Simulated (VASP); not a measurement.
# As3O2 (P6_3/mmc) in VASP: further runs

Runs on As3O2. Level: PBE. Tasks: single point, relaxation of cell and atoms.

All numbers are computed with VASP 6.6.1; they aren't measurements. Logs are shortened: lines on timing, memory, paths and dates and some standing lists are left out, and cuts for length are marked.

## Step 1: The cell of the first run

It takes space group P6_3/mmc (No. 194, hexagonal). The conventional cell has a = 3.210 Å, b = 3.210 Å, c = 17.799 Å, α = 90.00°, β = 90.00°, γ = 120.00°. Within 3.3 Å of As (site symmetry 3m) lie 9 As at 2.50 to 3.21 Å and 3 O at 3.04 Å. As (site symmetry -6m2) has 6 O at 2.21 Å within 2.9 Å. O (site symmetry 3m) has 3 As at 2.21 Å and 1 O at 2.40 Å within 2.9 Å.

The cell was generated, and may not be a known phase.

## Step 2: Single point, PBE

File INCAR:

```
ALGO = Normal
EDIFF = 1E-6
ENCUT = 520
GGA = PE
ISIF = 2
ISMEAR = 0
LASPH = True
LCHARG = False
LREAL = False
LWAVE = False
NBANDS = 38
NELM = 60
PREC = Accurate
SIGMA = 0.1
```

File KPOINTS:

```
k-points
0
Gamma
  6 6 1
```

File POSCAR:

```
As3O2
1.0
    3.2100728125      0.0000000000      0.0000000000
   -1.6050364062      2.7800046036      0.0000000000
    0.0000000000      0.0000000000     17.7985866683
As O
6 4
Direct
    0.3333333333      0.6666666667      0.9526653125
    0.6666666667      0.3333333333      0.4526653125
    0.3333333333      0.6666666667      0.5473346875
    0.6666666667      0.3333333333      0.0473346875
    0.3333333333      0.6666666667      0.7500000000
    0.6666666667      0.3333333333      0.2500000000
    0.3333333333      0.6666666667      0.1825343750
    0.6666666667      0.3333333333      0.6825343750
    0.3333333333      0.6666666667      0.3174656250
    0.6666666667      0.3333333333      0.8174656250
```

Potentials or basis: VASP PAW PBE potentials, release 64 (As, O).

Command:

```console
$ cat potpaw_PBE.64/As/POTCAR potpaw_PBE.64/O/POTCAR > POTCAR
$ mpirun -np 1 vasp_std > vasp.out
```

OUTCAR:

```text
EDIFF = 1E-6
   ENCUT = 520
   GGA = PE
   ISIF = 2
   ISMEAR = 0
   LASPH = True
   LREAL = False
   NELM = 60
   PREC = Accurate

 ion  position               nearest neighbor table
   1  0.333  0.667  0.953-   4 2.50   4 2.50   4 2.50
   2  0.667  0.333  0.453-   3 2.50   3 2.50   3 2.50
   3  0.333  0.667  0.547-   2 2.50   2 2.50   2 2.50
   4  0.667  0.333  0.047-   1 2.50   1 2.50   1 2.50
   5  0.333  0.667  0.750-   8 2.21  10 2.21   8 2.21  10 2.21   8 2.21  10 2.21
   6  0.667  0.333  0.250-   7 2.21   9 2.21   7 2.21   9 2.21   7 2.21   9 2.21
   7  0.333  0.667  0.183-   6 2.21   6 2.21   6 2.21
   8  0.667  0.333  0.683-   5 2.21   5 2.21   5 2.21
   9  0.333  0.667  0.317-   6 2.21   6 2.21   6 2.21
  10  0.667  0.333  0.817-   5 2.21   5 2.21   5 2.21

  LATTYP: Found a hexagonal cell.
 ALAT       =     3.2100728125
 C/A-ratio  =     5.5446052809

  Lattice vectors:

 A1 = (   3.2100728125,   0.0000000000,   0.0000000000)
 A2 = (  -1.6050364062,   2.7800046036,   0.0000000000)
 A3 = (   0.0000000000,   0.0000000000,  17.7985866683)

Analysis of symmetry for initial positions (statically):
=====================================================================
 Subroutine PRICEL returns:
 Original cell was already a primitive cell.

 Routine SETGRP: Setting up the symmetry group for a
 hexagonal supercell.

 Subroutine GETGRP returns: Found 24 space group operations
 (whereof 12 operations were pure point group operations)
 out of a pool of 24 trial point group operations.

The static configuration has the point symmetry D_3d.
 The point group associated with its full space group is D_6h.

Analysis of symmetry for dynamics (positions and initial velocities):
=====================================================================
 Subroutine PRICEL returns:
 Original cell was already a primitive cell.

 Routine SETGRP: Setting up the symmetry group for a
 hexagonal supercell.

 Subroutine GETGRP returns: Found 24 space group operations
 (whereof 12 operations were pure point group operations)
 out of a pool of 24 trial point group operations.

The dynamic configuration has the point symmetry D_3d.
 The point group associated with its full space group is D_6h.

 Subroutine INISYM returns: Found 24 space group operations
 (whereof 12 operations are pure point group operations),
[... 99 lines left out ...]
   NFREE  =      0    steps in history (QN), initial steepest desc. (CG)
   ISIF   =      2    stress and relaxation
   ISYM   =      2    0-nonsym 1-usesym 2-fastsym
   POTIM  = 0.5000    time-step for ionic-motion
   TEBEG  =    0.0;   TEEND  =   0.0 temperature during run
   PSTRESS=    0.0 pullay stress
   NELECT =      54.0000    total number of electrons
   NUPDOWN=      -1.0000    fix difference up-down
   EMIN   =  10.00;   EMAX   =-10.00  energy-range for DOS
   EFERMI =   0.00;   METHOD = LEGACY
   ISMEAR =     0;   SIGMA  =   0.10  broadening in eV -4-tet -1-fermi 0-gaus
   EFERMI_NEDOS =   21; number of points for ismear=-14 and -15
   IALGO  =     38    algorithm
   IMIX   =      4    mixing-type and parameters
     AMIX     =   0.40;   BMIX     =  1.00
     AMIX_MAG =   1.60;   BMIX_MAG =  1.00
  volume/ion in A,a.u.               =      15.88       107.19
  Fermi-wavevector in a.u.,A,eV,Ry     =   1.142591  2.159184 17.762597  1.305514
  Thomas-Fermi vector in A             =   2.279288
   LORBIT       =      0    0 simple, 1 ext, 2 COOP (PROOUT), +10 PAW based schemes
   GGA     = PE    functional components
   LHFCALC =     F    Hartree Fock is set to
   AEXX    =    0.0000 exact exchange contribution
   IVDW    =     0    specifies the selected vdW correction
   LEPSILON=     F    determine dielectric tensor
   LRPA    =     F    only Hartree local field effects (RPA)
 non-spin polarized calculation
 Gauss-broadening in eV      SIGMA  =   0.10
  energy-cutoff  :      520.00
  volume of cell :      158.83
 maximum number of plane-waves:      4302
 NGX is ok and might be reduce to    24
   NGX = 11   NGY = 11   NGZ = 67

 number of electron      54.0000004 magnetization

 Free energy of the ion-electron system (eV)
  ---------------------------------------------------
  ext. energy  EPLUGINS =         0.00000000
  ---------------------------------------------------
  free energy    TOTEN  =       -48.75673917 eV

  energy without entropy =      -48.73553132  energy(sigma->0) =      -48.74613525

 E-fermi :   4.2943     XC(G=0): -10.2633

 val. band max:        4.2730413699   @ k =   0.0000   0.0000   0.0000
 cond. band min:       4.3123693335   @ k =   0.1667   0.0000   0.0000
 fundamental gap:      0.0393279636
 Fermi energy:         4.2942556221

 k-point     1 :       0.0000    0.0000    0.0000
  band No.  band energies     occupation
      1     -14.7808      2.00000
      2     -14.7781      2.00000
      3     -12.9689      2.00000
      4     -12.9539      2.00000
      5     -10.6293      2.00000
      6     -10.5971      2.00000
[... 276 lines left out ...]
     37       9.5165      0.00000
     38       9.5176      0.00000

------------------------ aborting loop because EDIFF is reached ----------------------------------------

  FORCE on cell =-STRESS in cart. coord.  units (eV):
  Direction    XX          YY          ZZ          XY          YZ          ZX
  --------------------------------------------------------------------------------------
  -------------------------------------------------------------------------------------
  Total        0.1560761      0.1560761      0.2146478      0.0000000     -0.0000000      0.0000000
  in kB        1.5743491      1.5743491      2.1651652      0.0000000     -0.0000000      0.0000000
  external PRESSURE =       1.7712878 kB  Pullay stress =       0.0000000 kB

 VOLUME and BASIS-vectors are now :
 -----------------------------------------------------------------------------
  energy-cutoff  :      520.00
  volume of cell :      158.83
      direct lattice vectors                 reciprocal lattice vectors
     3.210072812  0.000000000  0.000000000     0.311519414  0.179855817  0.000000000
    -1.605036406  2.780004604  0.000000000     0.000000000  0.359711635  0.000000000
     0.000000000  0.000000000 17.798586668     0.000000000  0.000000000  0.056184236

 POSITION                                       TOTAL-FORCE (eV/Angst)
 -----------------------------------------------------------------------------------
     -0.00000      1.85334     16.95610        -0.000000      0.000000     -0.115064
      1.60504      0.92667      8.05680         0.000000      0.000000     -0.115064
     -0.00000      1.85334      9.74178        -0.000000     -0.000000      0.115064
      1.60504      0.92667      0.84249         0.000000      0.000000      0.115064
     -0.00000      1.85334     13.34894         0.000000      0.000000      0.000000
      1.60504      0.92667      4.44965         0.000000      0.000000      0.000000
     -0.00000      1.85334      3.24885         0.000000      0.000000     -0.001336
      1.60504      0.92667     12.14815        -0.000000      0.000000     -0.001336
     -0.00000      1.85334      5.65044         0.000000     -0.000000      0.001336
      1.60504      0.92667     14.54973        -0.000000      0.000000      0.001336
 -----------------------------------------------------------------------------------
    total drift:                               -0.000000      0.000000      0.000000

  FREE ENERGIE OF THE ION-ELECTRON SYSTEM (eV)
  ---------------------------------------------------
  free  energy   TOTEN  =       -48.7567391729 eV

  energy  without entropy=      -48.7355313211  energy(sigma->0) =      -48.74613525
```

Run time: 75 s. Hardware: 1 thread of Oxide Virtual Turin-like, shared host; peak memory 0.23 GiB.

What came out:

- Free energy: -48.7567 eV
- Pressure: 0.2 GPa
- Largest force: 0.115 eV/Å
- Band gap on the k mesh: zero (bands 27 and 28 overlap by 2.43 eV)

Forces in eV/Å, atoms in the order of the input:
```
As   0.000  0.000 -0.115
As   0.000  0.000 -0.115
As   0.000  0.000  0.115
As   0.000  0.000  0.115
As   0.000  0.000  0.000
As   0.000  0.000  0.000
O    0.000  0.000 -0.001
O    0.000  0.000 -0.001
O    0.000  0.000  0.001
O    0.000  0.000  0.001
```

Caveat: the k points lie up to 0.38 Å⁻¹ apart, too coarse for converged energies and pressures of a metal.

## Step 3: Single point, PBE

This run uses another cell than the first one, of 16.84 Å³/atom.

File INCAR:

```
SYSTEM = As3O2
ALGO = Fast ; EDIFF = 1E-6
ENCUT = 520 ; GGA = PE
ISIF = 2 ; ISMEAR = 0
LASPH = .True. ; LCHARG = .False.
LREAL = .False. ; LWAVE = .False.
NBANDS = 38 ; NELM = 100
PREC = Accurate ; SIGMA = 0.1
```

File KPOINTS:

```
k-points
0
Gamma
  6 6 1
  0 0 0
```

File POSCAR:

```
As3O2
1.0
    3.5328095400      0.0000000000      0.0000000000
   -1.7664047700      3.0595028100      0.0000000000
    0.0000000000      0.0000000000     15.5809176300
As O
6 4
Direct
    0.3333333300      0.6666666700      0.9721999800
    0.6666666700      0.3333333300      0.4721999800
    0.3333333300      0.6666666700      0.5278000200
    0.6666666700      0.3333333300      0.0278000200
    0.3333333300      0.6666666700      0.7500000000
    0.6666666700      0.3333333300      0.2500000000
    0.3333333300      0.6666666700      0.1398500100
    0.6666666700      0.3333333300      0.6398500100
    0.3333333300      0.6666666700      0.3601499900
    0.6666666700      0.3333333300      0.8601499900
```

Potentials or basis: VASP PAW PBE potentials, release 64 (As, O).

Command:

```console
$ cat potpaw_PBE.64/As/POTCAR potpaw_PBE.64/O/POTCAR > POTCAR
$ mpirun -np 1 vasp_std > vasp.out
```

Wall time 90 s (1 thread of Oxide Virtual Turin-like, shared host); peak memory 0.26 GiB.

It converged, with:

```yaml
Free_energy: -40.9440 eV
Pressure: 4.6 GPa
Largest_force: 4.766 eV/Å
Band_gap_on_the_k_mesh: zero (bands 27 and 28 overlap by 0.60 eV)
```

Forces on the atoms (eV/Å):
```
As   0.000  0.000 -4.766
As   0.000  0.000 -4.766
As   0.000  0.000  4.766
As   0.000  0.000  4.766
As   0.000  0.000  0.000
As   0.000  0.000  0.000
O    0.000  0.000  1.017
O    0.000  0.000  1.017
O    0.000  0.000 -1.017
O    0.000  0.000 -1.017
```

Stress tensor (GPa, compression positive):
```
10.37  0.00  0.00
 0.00 10.37  0.00
 0.00  0.00 -6.97
```

Levels at points of the mesh, in eV from the Fermi level:
| k point | band 23 | band 24 | band 25 | band 26 | band 27 | band 28 | band 29 | band 30 | band 31 | band 32 |
| --- | --- | --- | --- | --- | --- | --- | --- | --- | --- | --- |
| (0.00, 0.00, 0.00) | -1.70 | -1.70 | -1.48 | -1.48 | -0.75 | -0.18 | 0.92 | 1.67 | 1.67 | 1.69 |
| (0.50, 0.00, 0.00) | -2.35 | -2.11 | -2.02 | -1.79 | -0.79 | -0.10 | -0.02 | 0.50 | 1.20 | 1.41 |

Caveat: the k points lie up to 0.40 Å⁻¹ apart, too coarse for converged energies and pressures of a metal; forces of over 1 eV/Å act on the atoms, so gaps and moduli don't describe the material at rest.

(Continued in part 2 of 2.)

The gap in the log of VASP goes by the Fermi energy; the results here count the filled bands.